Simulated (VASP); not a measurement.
The system is Cd5O2.

```
CELL_PARAMETERS angstrom
3.37687 0.02821 0.06141
-1.66400 2.85069 -0.04905
0.23332 -0.08047 12.74378
ATOMIC_POSITIONS crystal
Cd 0.01126 0.98059 0.99519
Cd 0.40322 0.65515 0.23317
Cd 0.65441 0.37635 0.79103
Cd 0.69470 0.36071 0.37621
Cd 0.31411 0.70037 0.58777
O 0.26863 0.62541 0.89466
O 0.65368 0.30143 0.12195
```

* Program: VASP 6.6.1
* Task: relaxation of cell and atoms
* Functional: PBE
* Potentials or basis: VASP PAW PBE potentials, release 64 (Cd, O)
* Cutoff: 600 eV
* k mesh: 6 × 6 × 2
* Occupations: gaussian, width 0.2 eV
* Spin: no spin polarisation

At the start: pressure 6.4 GPa; volume 17.60 Å³/atom.

**Question.** How do energy, volume and symmetry change on relaxing?

**Answer.** Over 47 steps the energy falls by 164.9 meV/atom and the volume is 18.07 Å³/atom (+2.7 %); space group P1 (No. 1, to 0.1 Å) before, P-1 (No. 2, to 0.1 Å).

Step by step:
```tsv
step	energy change (eV)	largest force (eV/Å)	pressure (GPa)	volume (Å³)
1	0.0000	3.0844	6.42	123.23
3	-0.7578	0.8378	-3.42	135.30
5	-0.9654	0.5756	0.92	126.19
7	-1.0662	0.4753	0.33	125.72
9	-1.1128	0.1972	-0.70	127.39
11	-1.1235	0.2153	0.38	125.61
13	-1.1289	0.0746	-0.08	126.12
15	-1.1323	0.0525	0.18	125.44
17	-1.1338	0.0485	-0.22	126.18
19	-1.1353	0.0633	0.04	125.93
21	-1.1363	0.0584	0.08	125.96
23	-1.1390	0.0365	-0.03	126.28
25	-1.1414	0.0762	-0.10	126.45
27	-1.1433	0.0830	0.59	125.69
29	-1.1444	0.0533	0.35	126.00
31	-1.1448	0.1239	0.11	126.75
33	-1.1470	0.0703	0.07	126.63
35	-1.1486	0.0502	-0.21	127.04
37	-1.1485	0.0678	0.33	126.20
39	-1.1503	0.0435	0.04	126.63
41	-1.1520	0.0596	-0.01	126.69
43	-1.1528	0.0323	-0.02	126.66
45	-1.1537	0.0292	0.11	126.43
47	-1.1543	0.0248	0.11	126.51
```

Final structure:
```xyz
7
Lattice="3.4597 0.0015 -0.2183 -1.7309 2.8298 0.0931 -0.8099 -0.0796 12.9700" Properties=species:S:1:pos:R:3 pbc="T T T"
Cd    1.7177    2.8250   -0.1239
Cd    0.1204    1.8773    2.8004
Cd    0.7704    0.8536   10.0495
Cd    1.5726    0.8407    5.1263
Cd   -0.5921    1.9496    7.7094
O    -0.9098    1.7857   11.5641
O     1.8062    0.9545    1.2838
```

Caveat: the k points lie up to 0.36 Å⁻¹ apart in the final cell, too coarse for converged energies and pressures of a metal.
